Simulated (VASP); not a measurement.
# H5C16Cl in VASP: relaxation of the atoms with PBE+D3(BJ)

Aim: the relaxation of the atoms of H5C16Cl with PBE+D3(BJ).

All numbers are computed with VASP 6.6.1; they aren't measurements. Logs are shortened: lines on timing, memory, paths and dates and some standing lists are left out, and cuts for length are marked.

### 1 The cell of the first run

The cell holds a slab with vacuum, 22 atoms: a = 5.049 Å, b = 5.049 Å, c = 15.676 Å, α = 90.00°, β = 90.00°, γ = 60.00°.

### 2 Relaxation of the atoms, PBE+D3(BJ)

File INCAR:

```
SYSTEM = H5C16Cl
PREC = Accurate ; ENCUT = 520
EDIFF = 1E-7 ; ISMEAR = -1
SIGMA = 0.02 ; LREAL = Auto
LASPH = .True. ; NELM = 100
ALGO = Normal ; ISIF = 2
LWAVE = .False. ; LCHARG = .False.
GGA = PE ; IVDW = 12
IBRION = 2 ; NSW = 45
EDIFFG = -0.08
```

File KPOINTS:

```
regular mesh
0
Gamma
  3 3 1
  0 0 0
```

File POSCAR:

```
H5C16Cl
1.0
    5.0487420000      0.0000000000      0.0000000000
    2.5243710000      4.3723390000      0.0000000000
    0.0000000000      0.0000000000     15.6764260000
H C Cl
5 16 1
Selective dynamics
Direct
    0.1666667000      0.1666667000      0.0637901000  F F F
    0.6666667000      0.1666667000      0.0637901000  F F F
    0.1666667000      0.6666667000      0.0637901000  F F F
    0.6666667000      0.6666667000      0.0637901000  F F F
   -0.0548715000      0.8770309000      0.4852143000  T T T
    0.1666667000      0.1666667000      0.1339591000  F F F
    0.6666667000      0.1666667000      0.1339591000  F F F
    0.1666667000      0.6666667000      0.1339591000  F F F
    0.6666667000      0.6666667000      0.1339591000  F F F
   -0.1666667000      0.3333333000      0.1668292000  F F F
    0.3333333000      0.3333333000      0.1668292000  F F F
   -0.1666667000      0.8333333000      0.1668292000  F F F
    0.3333333000      0.8333333000      0.1668292000  F F F
   -0.1666667000      0.3333333000      0.2654394000  T T T
    0.3333333000      0.3333333000      0.2654394000  T T T
   -0.1666667000      0.8333333000      0.2654394000  T T T
    0.3333333000      0.8333333000      0.2654394000  T T T
    0.0000000000      0.0000000000      0.2983094000  T T T
    0.5000000000      0.0000000000      0.2983094000  T T T
    0.0000000000      0.5000000000      0.2983094000  T T T
    0.5000000000      0.5000000000      0.2983094000  T T T
    0.1628587000      0.9128666000      0.4565088000  T T T
```

Potentials or basis: VASP PAW PBE potentials, release 64 (H, C, Cl).

Run with:

```bash
cat potpaw_PBE.64/H/POTCAR potpaw_PBE.64/C/POTCAR potpaw_PBE.64/Cl/POTCAR > POTCAR
mpirun -np 1 vasp_std > vasp.out
```

OUTCAR:

```text
SYSTEM = H5C16Cl
   PREC = Accurate
   ENCUT = 520
   EDIFF = 1E-7
   ISMEAR = -1
   LREAL = Auto
   LASPH = .True.
   NELM = 100
   ISIF = 2
   GGA = PE
   IVDW = 12
   IBRION = 2
   NSW = 45
   EDIFFG = -0.08
 IVDW          = 12

 ion  position               nearest neighbor table
   1  0.167  0.167  0.064-   6 1.10
   2  0.667  0.167  0.064-   7 1.10
   3  0.167  0.667  0.064-   8 1.10
   4  0.667  0.667  0.064-   9 1.10
   5  0.945  0.877  0.485-  22 1.28
   6  0.167  0.167  0.134-   1 1.10  11 1.55  10 1.55  13 1.55
   7  0.667  0.167  0.134-   2 1.10  10 1.55  11 1.55  12 1.55
   8  0.167  0.667  0.134-   3 1.10  13 1.55  12 1.55  11 1.55
   9  0.667  0.667  0.134-   4 1.10  12 1.55  13 1.55  10 1.55
  10  0.833  0.333  0.167-   7 1.55  14 1.55   6 1.55   9 1.55
  11  0.333  0.333  0.167-   6 1.55  15 1.55   7 1.55   8 1.55
  12  0.833  0.833  0.167-   9 1.55  16 1.55   8 1.55   7 1.55
  13  0.333  0.833  0.167-   8 1.55  17 1.55   9 1.55   6 1.55
  14  0.833  0.333  0.265-  21 1.55  18 1.55  20 1.55  10 1.55
  15  0.333  0.333  0.265-  20 1.55  19 1.55  21 1.55  11 1.55
  16  0.833  0.833  0.265-  19 1.55  20 1.55  18 1.55  12 1.55
  17  0.333  0.833  0.265-  18 1.55  21 1.55  19 1.55  13 1.55
  18  0.000  0.000  0.298-  17 1.55  14 1.55  16 1.55
  19  0.500  0.000  0.298-  16 1.55  15 1.55  17 1.55
  20  0.000  0.500  0.298-  15 1.55  16 1.55  14 1.55
  21  0.500  0.500  0.298-  14 1.55  17 1.55  15 1.55
  22  0.163  0.913  0.457-   5 1.28

  LATTYP: Found a hexagonal cell.
 ALAT       =     5.0487421480
 C/A-ratio  =     3.1050161685

  Lattice vectors:

 A1 = (  -2.5243710000,  -4.3723390000,   0.0000000000)
 A2 = (   5.0487420000,   0.0000000000,   0.0000000000)
 A3 = (   0.0000000000,   0.0000000000,  15.6764260000)

Analysis of symmetry for initial positions (statically):
=====================================================================
 Subroutine PRICEL returns:
 Original cell was already a primitive cell.

 Routine SETGRP: Setting up the symmetry group for a
 hexagonal supercell.

 Subroutine GETGRP returns: Found  1 space group operations
 (whereof  1 operations were pure point group operations)
 out of a pool of 24 trial point group operations.

The static configuration has the point symmetry C_1 .

Analysis of symmetry for dynamics (positions and initial velocities):
=====================================================================
 Subroutine PRICEL returns:
 Original cell was already a primitive cell.

 Routine SETGRP: Setting up the symmetry group for a
 hexagonal supercell.

 Subroutine GETGRP returns: Found  1 space group operations
 (whereof  1 operations were pure point group operations)
 out of a pool of 24 trial point group operations.

The dynamic configuration has the point symmetry C_1 .

Analysis of constrained symmetry for selective dynamics:
=====================================================================
 Subroutine PRICEL returns:
 Original cell was already a primitive cell.

 Routine SETGRP: Setting up the symmetry group for a
 hexagonal supercell.

 Subroutine GETGRP returns: Found  1 space group operations
 (whereof  1 operations were pure point group operations)
 out of a pool of 24 trial point group operations.

The constrained configuration has the point symmetry C_1 .

 Subroutine INISYM returns: Found  1 space group operations
 (whereof  1 operations are pure point group operations),
 and found     1 'primitive' translations

----------------------------------------------------------------------------------------

                                     Primitive cell

  volume of cell :     346.0541

  direct lattice vectors                    reciprocal lattice vectors
     5.048742000  0.000000000  0.000000000     0.198069143 -0.114355268  0.000000000
     2.524371000  4.372339000  0.000000000     0.000000000  0.228710537  0.000000000
     0.000000000  0.000000000 15.676426000     0.000000000  0.000000000  0.063790050

  length of vectors
     5.048742000  5.048742148 15.676426000     0.228710544  0.228710537  0.063790050

  position of ions in fractional coordinates (direct lattice)
     0.166666700  0.166666700  0.063790100
     0.666666700  0.166666700  0.063790100
     0.166666700  0.666666700  0.063790100
     0.666666700  0.666666700  0.063790100
     0.945128500  0.877030900  0.485214300
     0.166666700  0.166666700  0.133959100
[... 14 lines left out ...]
     0.500000000  0.500000000  0.298309400
     0.162858700  0.912866600  0.456508800

  ion indices of the primitive-cell ions
   primitive index   ion index
                 1           1
                 2           2
                 3           3
                 4           4
                 5           5
                 6           6
[... 14 lines left out ...]
                21          21
                22          22

----------------------------------------------------------------------------------------

 KPOINTS: regular mesh

Automatic generation of k-mesh.
 Grid dimensions read from file:
 generate k-points for:    3    3    1

 Generating k-lattice:

  Cartesian coordinates                     Fractional coordinates (reciprocal lattice)
     0.066023048 -0.038118423  0.000000000     0.333333333 -0.000000000  0.000000000
     0.000000000  0.076236846  0.000000000     0.000000000  0.333333333  0.000000000
     0.000000000  0.000000000  0.063790050     0.000000000  0.000000000  1.000000000

  Length of vectors
     0.076236848  0.076236846  0.063790050

  Shift w.r.t. Gamma in fractional coordinates (k-lattice)
     0.000000000  0.000000000  0.000000000

 Subroutine IBZKPT returns following result:
 ===========================================

 Found      5 irreducible k-points:

 Following reciprocal coordinates:
            Coordinates               Weight
  0.000000  0.000000  0.000000      1.000000
  0.333333  0.000000  0.000000      2.000000
  0.333333  0.333333  0.000000      2.000000
  0.000000  0.333333  0.000000      2.000000
 -0.333333  0.333333  0.000000      2.000000
   k-points           NKPTS =      5   k-points in BZ     NKDIM =      5   number of bands    NBANDS=     50
   number of dos      NEDOS =    301   number of ions     NIONS =     22
   total plane-waves  NPLWV = 192000
   dimension x,y,z NGX =    40 NGY =   40 NGZ =  120
   dimension x,y,z NGXF=    80 NGYF=   80 NGZF=  240
   ions per type =               5  16   1
   NGX,Y,Z   is equivalent  to a cutoff of  13.17, 13.17, 12.73 a.u.
   NGXF,Y,Z  is equivalent  to a cutoff of  26.34, 26.34, 25.45 a.u.
 SYSTEM =  H5C16Cl
   PREC   = accura    normal or accurate (medium, high low for compatibility)
   ISTART =      0    job   : 0-new  1-cont  2-samecut
   ICHARG =      2    charge: 1-file 2-atom 10-const
   ISPIN  =      1    spin polarized calculation?
   LNONCOLLINEAR =      F non collinear calculations
   LSORBIT =      F    spin-orbit coupling
   LASPH  =      T    aspherical Exc in radial PAW
   ENCUT  =  520.0 eV  38.22 Ry    6.18 a.u.   9.39  9.39 29.15*2*pi/ulx,y,z
   NELM   =    100;   NELMIN=  2; NELMDL= -5     # of ELM steps
   EDIFF  = 0.1E-06   stopping-criterion for ELM
   LREAL  =      T    real-space projection
   EDIFFG = -.8E-01   stopping-criterion for IOM
   NSW    =     45    number of steps for IOM
   IBRION =      2    ionic relax: 0-MD 1-quasi-New 2-CG
   NFREE  =      1    steps in history (QN), initial steepest desc. (CG)
   ISIF   =      2    stress and relaxation
   ISYM   =      2    0-nonsym 1-usesym 2-fastsym
   POTIM  = 0.5000    time-step for ionic-motion
   TEBEG  =    0.0;   TEEND  =   0.0 temperature during run
   PSTRESS=    0.0 pullay stress
   NELECT =      76.0000    total number of electrons
   NUPDOWN=      -1.0000    fix difference up-down
   EMIN   =  10.00;   EMAX   =-10.00  energy-range for DOS
   EFERMI =   0.00;   METHOD = LEGACY
   ISMEAR =    -1;   SIGMA  =   0.02  broadening in eV -4-tet -1-fermi 0-gaus
   EFERMI_NEDOS =   21; number of points for ismear=-14 and -15
   IALGO  =     38    algorithm
   IMIX   =      4    mixing-type and parameters
     AMIX     =   0.40;   BMIX     =  1.00
     AMIX_MAG =   1.60;   BMIX_MAG =  1.00
  volume/ion in A,a.u.               =      15.73       106.15
  Fermi-wavevector in a.u.,A,eV,Ry     =   0.987714  1.866509 13.273565  0.975580
  Thomas-Fermi vector in A             =   2.119188
   LORBIT       =      0    0 simple, 1 ext, 2 COOP (PROOUT), +10 PAW based schemes
   GGA     = PE    functional components
   LHFCALC =     F    Hartree Fock is set to
   AEXX    =    0.0000 exact exchange contribution
   IVDW    =    12    specifies the selected vdW correction
   LEPSILON=     F    determine dielectric tensor
   LRPA    =     F    only Hartree local field effects (RPA)
 conjugate gradient relaxation of ions
 non-spin polarized calculation
  energy-cutoff  :      520.00
  volume of cell :      346.05
 maximum number of plane-waves:      9383
 NGX is ok and might be reduce to    40
   NGX = 19   NGY = 19   NGZ = 59

--------------------------------------- Ionic step        1  -------------------------------------------

 number of electron      76.0000003 magnetization

 Free energy of the ion-electron system (eV)
  ---------------------------------------------------
  ext. energy  EPLUGINS =         0.00000000
  ---------------------------------------------------
  free energy    TOTEN  =      -156.62350089 eV

  energy without entropy =     -156.59499191  energy(sigma->0) =     -156.60924640

------------------------ aborting loop because EDIFF is reached ----------------------------------------

 Edisp (eV)   -2.47283

 E8    (eV) :    -0.7326

  FORCE on cell =-STRESS in cart. coord.  units (eV):
  Direction    XX          YY          ZZ          XY          YZ          ZX
  --------------------------------------------------------------------------------------
  -------------------------------------------------------------------------------------
  Total      -0.66713    -1.87535    -8.29996    -0.03984    -0.18331    -0.05261
  in kB      -3.08869    -8.68258   -38.42752    -0.18445    -0.84869    -0.24356
  external pressure =      -16.73 kB  Pullay stress =        0.00 kB
[... 157 lines left out ...]
  FREE ENERGIE OF THE ION-ELECTRON SYSTEM (eV)
  ---------------------------------------------------
  free  energy   TOTEN  =      -160.8357025049 eV

  energy  without entropy=     -160.8236854055  energy(sigma->0) =     -160.82969396

[... ionic steps 4 to 20 ...]

--------------------------------------- Ionic step       21  -------------------------------------------

 number of electron      76.0000001 magnetization

------------------------ aborting loop because EDIFF is reached ----------------------------------------

 Edisp (eV)   -2.44860

 E8    (eV) :    -0.7245
[... 109 lines left out ...]
  energy  without entropy=     -160.8947377846  energy(sigma->0) =     -160.89976907

--------------------------------------- Ionic step       23  -------------------------------------------

 number of electron      76.0000000 magnetization

 Free energy of the ion-electron system (eV)
  ---------------------------------------------------
  ext. energy  EPLUGINS =         0.00000000
  ---------------------------------------------------
  free energy    TOTEN  =      -158.45960016 eV

  energy without entropy =     -158.44959687  energy(sigma->0) =     -158.45459852

 E-fermi :   1.1029     XC(G=0):  -5.8369

 val. band max:        1.0954901693   @ k =   0.0000   0.0000   0.0000
 cond. band min:       1.1436256094   @ k =   0.3333   0.3333   0.0000
 fundamental gap:      0.0481354400
 Fermi energy:         1.1029375120

 k-point     1 :       0.0000    0.0000    0.0000
  band No.  band energies     occupation
      1     -20.2334      2.00000
      2     -17.4729      2.00000
      3     -16.1339      2.00000
      4     -15.0296      2.00000
      5     -15.0084      2.00000
      6     -14.9537      2.00000
[... 307 lines left out ...]
  FREE ENERGIE OF THE ION-ELECTRON SYSTEM (eV)
  ---------------------------------------------------
  free  energy   TOTEN  =      -160.9059884918 eV

  energy  without entropy=     -160.8959852000  energy(sigma->0) =     -160.90098685

 reached required accuracy - stopping structural energy minimisation
```

Wall time 1.6 h (1 thread of AMD EPYC 7R13, shared host); peak memory 0.5 GiB.

Results:

| Quantity | Value |
| --- | --- |
| Free energy | -160.9060 eV |
| Energy gained by relaxing | 82.3 meV/atom |
| Ionic steps | 23 |
| Band gap on the k mesh | zero (bands 38 and 39 overlap by 0.51 eV) |
| Dispersion energy per atom | -0.111 eV |

Step by step:
| step | energy change (eV) | largest force on free atoms (eV/Å) | pressure (GPa) |
| --- | --- | --- | --- |
| 1 | 0.0000 | 4.9266 | -1.67 |
| 2 | -0.9938 | 2.4225 | -0.32 |
| 3 | -1.7394 | 0.6375 | -0.93 |
| 4 | -1.7359 | 1.1192 | -0.62 |
| 5 | -1.7621 | 0.3565 | -0.79 |
| 6 | -1.7779 | 0.2933 | -0.71 |
| 7 | -1.7795 | 0.3676 | -0.68 |
| 8 | -1.7871 | 0.1439 | -0.69 |
| 9 | -1.7873 | 0.1260 | -0.69 |
| 10 | -1.7884 | 0.1235 | -0.69 |
| 11 | -1.7899 | 0.1703 | -0.71 |
| 12 | -1.7906 | 0.1556 | -0.71 |
| 13 | -1.7924 | 0.1350 | -0.71 |
| 14 | -1.7949 | 0.1125 | -0.70 |
| 15 | -1.7961 | 0.2898 | -0.69 |
| 16 | -1.7963 | 0.2238 | -0.69 |
| 17 | -1.7976 | 0.1697 | -0.69 |
| 18 | -1.7995 | 0.2464 | -0.70 |
| 19 | -1.8015 | 0.1855 | -0.71 |
| 20 | -1.8046 | 0.1756 | -0.76 |
| 21 | -1.8072 | 0.1028 | -0.77 |
| 22 | -1.8085 | 0.1391 | -0.79 |
| 23 | -1.8097 | 0.0792 | -0.79 |

Final structure:
```xyz
22
Lattice="5.0487 0.0000 0.0000 2.5244 4.3723 0.0000 0.0000 0.0000 15.6764" Properties=species:S:1:pos:R:3 pbc="T T T"
H     1.2622    0.7287    1.0000
H     3.7866    0.7287    1.0000
H     2.5244    2.9149    1.0000
H     5.0487    2.9149    1.0000
H     6.9332    3.8391    7.4253
C     1.2622    0.7287    2.1000
C     3.7866    0.7287    2.1000
C     2.5244    2.9149    2.1000
C     5.0487    2.9149    2.1000
C     5.0487    1.4574    2.6153
C     2.5244    1.4574    2.6153
C     6.3109    3.6436    2.6153
C     3.7866    3.6436    2.6153
C     5.0491    1.4558    4.2791
C     2.5224    1.4514    4.2922
C     6.3071    3.6375    4.2687
C     3.7934    3.6383    4.2727
C     2.5256    4.3659    4.5172
C     5.0502    4.3670    4.5954
C     6.3088    2.1833    4.5745
C     3.7861    2.1823    4.5612
Cl    3.1591    4.0339    7.3574
```

Levels at points of the mesh, in eV from the Fermi level:
```
           k point  band 36  band 37  band 38  band 39  band 40  band 41
(0.00, 0.00, 0.00)    -2.16    -0.37    -0.20    -0.17    -0.01     1.93
```

Caveat: the k points lie up to 0.48 Å⁻¹ apart, too coarse for converged energies and pressures of a metal; there is no dipole correction, which matters where the two faces differ.

The gap in the log of VASP goes by the Fermi energy; the results here count the filled bands.